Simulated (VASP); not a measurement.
# CdHg2Se3 (C2) in VASP: relaxation of shape and atoms at fixed volume with PBE

Aim: the relaxation of shape and atoms at fixed volume of CdHg2Se3 with PBE.

Everything below comes from runs of VASP 6.6.1. Logs are shortened: lines on timing, memory, paths and dates and some standing lists are left out, and cuts for length are marked.

### 1 The cell of the first run

It takes space group C2 (No. 5, monoclinic). The conventional cell has a = 7.278 Å, b = 4.685 Å, c = 9.962 Å, α = 90.00°, β = 95.62°, γ = 90.00°. Within 3.5 Å of Cd (site symmetry 2) lie 4 Se at 2.65 to 2.74 Å. Hg (site symmetry 1) has 6 Se at 2.49 to 3.60 Å and 1 Hg at 3.78 Å within 3.8 Å. Se (site symmetry 2) has 4 Hg at 2.49 to 3.34 Å within 3.4 Å. Se (site symmetry 1) has 1 Hg at 2.49 Å and 2 Cd at 2.65 to 2.74 Å within 3.3 Å.

### 2 Relaxation of shape and atoms at fixed volume, PBE (28.17 Å³/atom)

The input, INCAR:

```
  PREC = Accurate
  ENCUT = 600
  EDIFF = 1E-6
  ISMEAR = 0
  SIGMA = 0.02
  LREAL = False
  LASPH = True
  NELM = 60
  ALGO = Normal
  ISIF = 4
  LWAVE = False
  LCHARG = False
  GGA = PE
  IBRION = 2
  NSW = 50
  EDIFFG = -0.01
  KPAR = 4
```

The input, KPOINTS:

```
Automatic mesh
0
Gamma
  8 8 4
```

The input, POSCAR:

```
CdHg2Se3
1.0
    3.6391279761     -2.3425445333      0.0000000000
    3.6391279761      2.3425445333      0.0000000000
   -0.9761095109      0.0000000000      9.9140363759
Cd Hg Se
1 2 3
Direct
    0.3626760000      0.6373240000      0.0000000000
    0.9961470000      0.2820260000      0.6706310000
    0.7179740000      0.0038530000      0.3293690000
    0.5110200000      0.4889800000      0.5000000000
    0.9466300000      0.5344470000      0.1540750000
    0.4655530000      0.0533700000      0.8459250000
```

Potentials or basis: VASP PAW PBE potentials, release 64 (Cd, Hg, Se).

Launch:

```sh
> cat potpaw_PBE.64/Cd/POTCAR potpaw_PBE.64/Hg/POTCAR potpaw_PBE.64/Se/POTCAR > POTCAR
> mpirun -np 4 vasp_std > vasp.out
```

OUTCAR:

```text
PREC = Accurate
   ENCUT = 600
   EDIFF = 1E-6
   ISMEAR = 0
   LREAL = False
   LASPH = True
   NELM = 60
   ISIF = 4
   GGA = PE
   IBRION = 2
   NSW = 50
   EDIFFG = -0.01

 ion  position               nearest neighbor table
   1  0.363  0.637  0.000-   5 2.65   6 2.65   5 2.74   6 2.74
   2  0.996  0.282  0.671-   6 2.49   4 2.49   3 3.78
   3  0.718  0.004  0.329-   5 2.49   4 2.49   2 3.78
   4  0.511  0.489  0.500-   2 2.49   3 2.49
   5  0.947  0.534  0.154-   3 2.49   1 2.65   1 2.74
   6  0.466  0.053  0.846-   2 2.49   1 2.65   1 2.74

  LATTYP: Found a base centered monoclinic cell.
 ALAT       =     7.2782559522
 B/A-ratio  =     0.6437104022
 C/A-ratio  =     1.3687307942
 COS(beta)  =    -0.0979835527

  Lattice vectors:

 A1 = (   3.6391279761,  -2.3425445333,   0.0000000000)
 A2 = (   3.6391279761,   2.3425445333,   0.0000000000)
 A3 = (  -0.9761095109,   0.0000000000,   9.9140363759)

Analysis of symmetry for initial positions (statically):
=====================================================================
 Subroutine PRICEL returns:
 Original cell was already a primitive cell.

 Routine SETGRP: Setting up the symmetry group for a
 base centered monoclinic supercell.

 Subroutine GETGRP returns: Found  2 space group operations
 (whereof  2 operations were pure point group operations)
 out of a pool of  4 trial point group operations.

The static configuration has the point symmetry C_2 .

Analysis of symmetry for dynamics (positions and initial velocities):
=====================================================================
 Subroutine PRICEL returns:
 Original cell was already a primitive cell.

 Routine SETGRP: Setting up the symmetry group for a
 base centered monoclinic supercell.

 Subroutine GETGRP returns: Found  2 space group operations
 (whereof  2 operations were pure point group operations)
 out of a pool of  4 trial point group operations.

The dynamic configuration has the point symmetry C_2 .

 Subroutine INISYM returns: Found  2 space group operations
 (whereof  2 operations are pure point group operations),
 and found     1 'primitive' translations

----------------------------------------------------------------------------------------

                                     Primitive cell

  volume of cell :     169.0307

  direct lattice vectors                    reciprocal lattice vectors
     3.639127976 -2.342544533  0.000000000     0.137395553 -0.213443114  0.013527599
     3.639127976  2.342544533  0.000000000     0.137395553  0.213443114  0.013527599
    -0.976109511  0.000000000  9.914036376     0.000000000  0.000000000  0.100867090

  length of vectors
     4.327905650  4.327905650  9.961973050     0.254201685  0.254201685  0.100867090

  position of ions in fractional coordinates (direct lattice)
     0.362676000  0.637324000  0.000000000
     0.996147000  0.282026000  0.670631000
     0.717974000  0.003853000  0.329369000
     0.511020000  0.488980000  0.500000000
     0.946630000  0.534447000  0.154075000
     0.465553000  0.053370000  0.845925000

  ion indices of the primitive-cell ions
   primitive index   ion index
                 1           1
                 2           2
                 3           3
                 4           4
                 5           5
                 6           6

----------------------------------------------------------------------------------------

 KPOINTS: Automatic mesh

Automatic generation of k-mesh.
 Grid dimensions read from file:
 generate k-points for:    8    8    4

 Generating k-lattice:

  Cartesian coordinates                     Fractional coordinates (reciprocal lattice)
     0.017174444 -0.026680389  0.001690950     0.125000000  0.000000000  0.000000000
     0.017174444  0.026680389  0.001690950     0.000000000  0.125000000  0.000000000
     0.000000000  0.000000000  0.025216773     0.000000000  0.000000000  0.250000000

  Length of vectors
     0.031775211  0.031775211  0.025216773

  Shift w.r.t. Gamma in fractional coordinates (k-lattice)
     0.000000000  0.000000000  0.000000000

 Subroutine IBZKPT returns following result:
 ===========================================

 Found     78 irreducible k-points:

 Following reciprocal coordinates:
            Coordinates               Weight
  0.000000  0.000000  0.000000      1.000000
  0.125000  0.000000 -0.000000      4.000000
  0.250000  0.000000 -0.000000      4.000000
  0.375000  0.000000 -0.000000      4.000000
  0.500000  0.000000 -0.000000      2.000000
  0.125000  0.125000 -0.000000      2.000000
[... 16 lines left out ...]
  0.125000  0.000000  0.250000      4.000000
  0.250000  0.000000  0.250000      4.000000
 [... further k-points ...]
   k-points           NKPTS =     78   k-points in BZ     NKDIM =     78   number of bands    NBANDS=     32
   number of dos      NEDOS =    301   number of ions     NIONS =      6
   total plane-waves  NPLWV = 103680
   dimension x,y,z NGX =    36 NGY =   36 NGZ =   80
   dimension x,y,z NGXF=    72 NGYF=   72 NGZF=  160
   ions per type =               1   2   3
   NGX,Y,Z   is equivalent  to a cutoff of  13.83, 13.83, 13.35 a.u.
   NGXF,Y,Z  is equivalent  to a cutoff of  27.66, 27.66, 26.70 a.u.
 SYSTEM =  unknown system
   PREC   = accura    normal or accurate (medium, high low for compatibility)
   ISTART =      0    job   : 0-new  1-cont  2-samecut
   ICHARG =      2    charge: 1-file 2-atom 10-const
   ISPIN  =      1    spin polarized calculation?
   LNONCOLLINEAR =      F non collinear calculations
   LSORBIT =      F    spin-orbit coupling
   LASPH  =      T    aspherical Exc in radial PAW
   ENCUT  =  600.0 eV  44.10 Ry    6.64 a.u.   8.64  8.64 19.90*2*pi/ulx,y,z
   NELM   =     60;   NELMIN=  2; NELMDL= -5     # of ELM steps
   EDIFF  = 0.1E-05   stopping-criterion for ELM
   LREAL  =      F    real-space projection
   EDIFFG = -.1E-01   stopping-criterion for IOM
   NSW    =     50    number of steps for IOM
   IBRION =      2    ionic relax: 0-MD 1-quasi-New 2-CG
   NFREE  =      1    steps in history (QN), initial steepest desc. (CG)
   ISIF   =      4    stress and relaxation
   ISYM   =      2    0-nonsym 1-usesym 2-fastsym
   POTIM  = 0.5000    time-step for ionic-motion
   TEBEG  =    0.0;   TEEND  =   0.0 temperature during run
   PSTRESS=    0.0 pullay stress
   NELECT =      54.0000    total number of electrons
   NUPDOWN=      -1.0000    fix difference up-down
   EMIN   =  10.00;   EMAX   =-10.00  energy-range for DOS
   EFERMI =   0.00;   METHOD = LEGACY
   ISMEAR =     0;   SIGMA  =   0.02  broadening in eV -4-tet -1-fermi 0-gaus
   EFERMI_NEDOS =   21; number of points for ismear=-14 and -15
   IALGO  =     38    algorithm
   IMIX   =      4    mixing-type and parameters
     AMIX     =   0.40;   BMIX     =  1.00
     AMIX_MAG =   1.60;   BMIX_MAG =  1.00
  volume/ion in A,a.u.               =      28.17       190.11
  Fermi-wavevector in a.u.,A,eV,Ry     =   1.119139  2.114867 17.040930  1.252473
  Thomas-Fermi vector in A             =   2.255776
   LORBIT       =      0    0 simple, 1 ext, 2 COOP (PROOUT), +10 PAW based schemes
   GGA     = PE    functional components
   LHFCALC =     F    Hartree Fock is set to
   AEXX    =    0.0000 exact exchange contribution
   IVDW    =     0    specifies the selected vdW correction
   LEPSILON=     F    determine dielectric tensor
   LRPA    =     F    only Hartree local field effects (RPA)
 conjugate gradient relaxation of ions
 non-spin polarized calculation
 Gauss-broadening in eV      SIGMA  =   0.02
  energy-cutoff  :      600.00
  volume of cell :      169.03
 maximum number of plane-waves:      5680
   NGX = 17   NGY = 17   NGZ = 39

--------------------------------------- Ionic step        1  -------------------------------------------

 number of electron      54.0000004 magnetization

 Free energy of the ion-electron system (eV)
  ---------------------------------------------------
  ext. energy  EPLUGINS =         0.00000000
  ---------------------------------------------------
  free energy    TOTEN  =       -13.34251728 eV

  energy without entropy =      -13.34251728  energy(sigma->0) =      -13.34251728

------------------------ aborting loop because EDIFF is reached ----------------------------------------

  FORCE on cell =-STRESS in cart. coord.  units (eV):
  Direction    XX          YY          ZZ          XY          YZ          ZX
  --------------------------------------------------------------------------------------
  -------------------------------------------------------------------------------------
  Total        1.4469431      1.9500621      2.3079299      0.0000000      0.0000000      0.4387256
  in kB       13.7150172     18.4838882     21.8759797      0.0000000      0.0000000      4.1585111
  external PRESSURE =      18.0249617 kB  Pullay stress =       0.0000000 kB
[... 101 lines left out ...]
  FREE ENERGIE OF THE ION-ELECTRON SYSTEM (eV)
  ---------------------------------------------------
  free  energy   TOTEN  =       -13.3567306904 eV

  energy  without entropy=      -13.3567306904  energy(sigma->0) =      -13.35673069

[... ionic steps 4 to 14 ...]

--------------------------------------- Ionic step       15  -------------------------------------------

 number of electron      54.0000004 magnetization

------------------------ aborting loop because EDIFF is reached ----------------------------------------

  FORCE on cell =-STRESS in cart. coord.  units (eV):
  Direction    XX          YY          ZZ          XY          YZ          ZX
  --------------------------------------------------------------------------------------
  -------------------------------------------------------------------------------------
  Total        0.3586592      0.4134275      0.4016178      0.0000000      0.0000000     -0.0156257
  in kB        3.3995923      3.9187207      3.8067808      0.0000000      0.0000000     -0.1481105
  external PRESSURE =       3.7083646 kB  Pullay stress =       0.0000000 kB
[... 65 lines left out ...]
  energy  without entropy=      -13.3708963468  energy(sigma->0) =      -13.37089635

--------------------------------------- Ionic step       17  -------------------------------------------

 number of electron      54.0000005 magnetization

 Free energy of the ion-electron system (eV)
  ---------------------------------------------------
  ext. energy  EPLUGINS =         0.00000000
  ---------------------------------------------------
  free energy    TOTEN  =       -13.37097710 eV

  energy without entropy =      -13.37097710  energy(sigma->0) =      -13.37097710

 E-fermi :   1.4262     XC(G=0):  -9.1623

 val. band max:        1.3015624061   @ k =   0.0000   0.0000   0.5000
 cond. band min:       2.1559595862   @ k =   0.0000   0.0000   0.0000
 fundamental gap:      0.8543971800
 Fermi energy:         1.4262148286

 k-point     1 :       0.0000    0.0000    0.0000
  band No.  band energies     occupation
      1     -11.6206      2.00000
      2     -10.9517      2.00000
      3     -10.9440      2.00000
      4      -6.6744      2.00000
      5      -6.5252      2.00000
      6      -6.4903      2.00000
[... 829 lines left out ...]
     31       5.3694      0.00000
     32       5.9797      0.00000

 [... further k-points ...]
[... 5 lines left out ...]
  --------------------------------------------------------------------------------------
  -------------------------------------------------------------------------------------
  Total        0.3634676      0.4181418      0.3958136      0.0000000      0.0000000      0.0028680
  in kB        3.4451699      3.9634056      3.7517645      0.0000000      0.0000000      0.0271848
  external PRESSURE =       3.7201133 kB  Pullay stress =       0.0000000 kB
[... 21 lines left out ...]
  FREE ENERGIE OF THE ION-ELECTRON SYSTEM (eV)
  ---------------------------------------------------
  free  energy   TOTEN  =       -13.3709771027 eV

  energy  without entropy=      -13.3709771027  energy(sigma->0) =      -13.37097710

 reached required accuracy - stopping structural energy minimisation
```

Run time: 11 min. Hardware: 4 MPI ranks of Intel Xeon Platinum 8488C (Sapphire Rapids), shared host; peak memory 0.7 GiB.

What came out:

```yaml
Free_energy: -13.3710 eV
Energy_gained_by_relaxing: 4.7 meV/atom
Ionic_steps: 17
Pressure_after_relaxing: 0.4 GPa
Largest_force_after_relaxing: 0.010 eV/Å
Band_gap_on_the_k_mesh: 0.85 eV (least direct gap 0.91 eV)
```

Forces on the atoms (eV/Å):
```
Cd   0.000 -0.005  0.000
Hg   0.000  0.003 -0.002
Hg   0.000  0.003  0.002
Se   0.000 -0.007  0.000
Se  -0.001  0.003  0.009
Se   0.001  0.003 -0.009
```

Step by step:
```
step  energy change (eV)  largest force (eV/Å)  pressure (GPa)  volume (Å³)
   1              0.0000                0.3680            1.80       169.03
   2             -0.0124                0.1699            1.37       169.03
   3             -0.0142                0.1624            1.14       169.03
   4             -0.0187                0.1084            0.99       169.03
   5             -0.0226                0.0919            0.65       169.03
   6             -0.0239                0.0672            0.57       169.03
   7             -0.0239                0.0738            0.57       169.03
   8             -0.0254                0.0467            0.53       169.03
   9             -0.0262                0.0550            0.47       169.03
  10             -0.0271                0.0503            0.46       169.03
  11             -0.0270                0.0928            0.45       169.03
  12             -0.0273                0.0624            0.45       169.03
  13             -0.0280                0.0308            0.42       169.03
  14             -0.0281                0.0327            0.41       169.03
  15             -0.0284                0.0177            0.37       169.03
  16             -0.0284                0.0180            0.37       169.03
  17             -0.0285                0.0097            0.37       169.03
```

Final structure:
```
Cd Hg Se
1.0
     3.68875   -2.29747    0.02568
     3.68875    2.29747    0.02568
    -0.91835    0.00000    9.96618
Cd Hg Se
1 2 3
Direct
  0.36841 0.63159 0.00000
  0.99747 0.29668 0.66912
  0.70332 0.00253 0.33088
  0.49339 0.50661 0.50000
  0.95699 0.51958 0.15590
  0.48042 0.04301 0.84410
```

Caveat: spin-orbit coupling is left out, which moves the levels of the heavy elements. A k mesh can miss the band edges.
